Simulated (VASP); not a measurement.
Set up this calculation in VASP 6.6.1, as the native input.

- Task: single point
- Functional: r2SCAN
- Potentials or basis: VASP PAW PBE potentials, release 64 (Au)
- Cutoff: 550 eV
- k mesh: 18 × 18 × 10
- Occupations: gaussian, width 0.15 eV
- Spin: no spin polarisation
- Dipole correction: no
- Further INCAR settings: ALGO = Normal; EDIFF = 1e-06; NBANDS = 18

Crystal: Au.

```
CELL_PARAMETERS angstrom
2.90000 0.00000 0.00000
-1.45000 2.51147 0.00000
0.00000 0.00000 4.88000
ATOMIC_POSITIONS crystal
Au 0.33333 0.66667 0.72951
Au 0.66667 0.33333 0.25000
```

This cell differs from its parent crystal: atom 1 (Au) moved by (+0.000, -0.100) A along [1 1 0] and z.

The input as run:

POSCAR

```
Au
1.0
    2.8999984104      0.0000000000      0.0000000000
   -1.4499992052      2.5114722944      0.0000000000
    0.0000000000      0.0000000000      4.8800000000
Au
2
Direct
    0.3333333333      0.6666666667      0.7295081967
    0.6666666667      0.3333333333      0.2500000000
```

INCAR.step1

```
SYSTEM = Au
PREC = Accurate ; ENCUT = 550
ISMEAR = 0 ; SIGMA = 0.15
LREAL = .FALSE. ; LASPH = .TRUE.
NELM = 120 ; NBANDS = 18
GGA = PE ; ALGO = Normal
EDIFF = 1E-5 ; LWAVE = .TRUE.
LCHARG = .FALSE. ; GGA_COMPAT = .FALSE.
```

INCAR.step2

```
SYSTEM = Au
PREC = Accurate ; ENCUT = 550
EDIFF = 1E-6 ; ISMEAR = 0
SIGMA = 0.15 ; LREAL = .FALSE.
LASPH = .TRUE. ; NELM = 120
ALGO = Normal ; ISIF = 2
LWAVE = .FALSE. ; LCHARG = .TRUE.
METAGGA = R2SCAN ; LMIXTAU = .TRUE.
LELF = .TRUE. ; LVHAR = .TRUE.
NBANDS = 18 ; ISTART = 1
GGA_COMPAT = .FALSE.
```

KPOINTS

```
regular mesh
0
G
  18 18 10
  0 0 0
```

Potentials or basis: VASP PAW PBE potentials, release 64 (Au).

The run is started by

```bash
$ cat potpaw_PBE.64/Au/POTCAR > POTCAR
$ cp INCAR.step1 INCAR
$ mpirun -np 1 vasp_std > vasp.out
$ cp INCAR.step2 INCAR
$ mpirun -np 1 vasp_std > vasp.out
```

Results of the run:

| Quantity | Value |
| --- | --- |
| Pressure | -0.4 GPa |
| Largest force | 0.634 eV/Å |
| Band gap on the k mesh | zero (bands 11 and 12 overlap by 6.94 eV) |

Caveat: the cell differs from its parent crystal (atom 1 (Au) moved by (+0.000, -0.100) A along [1 1 0] and z); the PAW data sets were made with another functional, which shifts forces and pressure a little; spin-orbit coupling is left out, which moves the levels of the heavy elements.

Run time: 21 min on 1 thread of Oxide Virtual Turin-like Processor, with other jobs on the host, peak memory 0.28 GiB.
